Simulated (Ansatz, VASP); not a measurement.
# Two plane-wave programs on HfO2

```
Hf O
1.0
     5.14158    0.00000    0.00000
     0.00000    4.92976    0.00000
     0.00000    0.00000    5.12512
Hf O
4 8
Direct
  0.03336 0.26898 0.24266
  0.46664 0.26898 0.74266
  0.53336 0.73102 0.24266
  0.96664 0.73102 0.74266
  0.37028 0.07455 0.37778
  0.12972 0.07455 0.87778
  0.73814 0.45559 0.49257
  0.76186 0.45559 0.99257
  0.26186 0.54441 0.99257
  0.23814 0.54441 0.49257
  0.87028 0.92545 0.37778
  0.62972 0.92545 0.87778
```

Change from the starting cell: epitaxial_xy strain -2.0%.

Alike in both runs: task single point; functional PBE; k mesh 6 × 6 × 6; occupations fermi-dirac, width 0.02 eV; no spin polarisation.

```csv
,VASP,Ansatz
version,VASP 6.6.1,Ansatz 0.2.0
potentials or method,"VASP PAW PBE potentials, release 64 (Hf_pv, O)","plane waves, PAW"
plane-wave cutoff (eV),520,420
valence electrons in the cell,88,152
```

VASP gave:

```
gap on the k mesh at the Fermi level (eV)                     : 4.42
pressure (GPa)                                                : 9.3
traceless stress, the component that is largest in VASP (GPa) : -6.80
rms of the force components (eV/Å)                            : 0.019
```

Task: Estimate Ansatz's values.

Result: gap on the k mesh at the Fermi level (eV): 4.45; pressure (GPa): 12.8; traceless stress, the component that is largest in VASP (GPa): -6.77; rms of the force components (eV/Å): 0.028.

Atom by atom the forces differ by 0.027 eV/Å (rms over components). The functional is the same, so the differences come from potentials, cutoffs and numerics. VASP's potentials hold 88 valence electrons a cell and Ansatz's 152, so a difference there can come from the potentials and not from the codes.

Neither program's run includes spin-orbit coupling.
